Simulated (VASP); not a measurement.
Here is a VASP 6.6.1 calculation.

INCAR

```
ALGO = Normal ; EDIFF = 1E-6
ENCUT = 520 ; GGA = PS
ISIF = 2 ; ISMEAR = -1
LASPH = True ; LCHARG = False
LREAL = False ; LWAVE = False
NBANDS = 12 ; NELM = 80
PREC = Accurate ; SIGMA = 0.05
```

Contents of KPOINTS:

```
k-points
0
Gamma
  14 14 14
```

Contents of POSCAR:

```
Ti
1.0
   -1.6131810665      1.6131810665      1.6131810665
    1.6131810665     -1.6131810665      1.6131810665
    1.6131810665      1.6131810665     -1.6131810665
Ti
1
Direct
    0.0000000000      0.0000000000      0.0000000000
```

Potentials or basis: VASP PAW PBE potentials, release 64 (Ti_sv).

Launch:

```console
$ cat potpaw_PBE.64/Ti_sv/POTCAR > POTCAR
$ mpirun -np 1 vasp_std > vasp.out
```

Task: What does it give for the band gap on the k mesh?

Result: Zero (band 6 reaches 9.32 eV, above the bottom of band 7 at 7.63 eV).

Task: What does it give for the pressure?

Result: -1.9 GPa.

Caveat: the PAW data sets were made with another functional, which shifts forces and pressure a little.
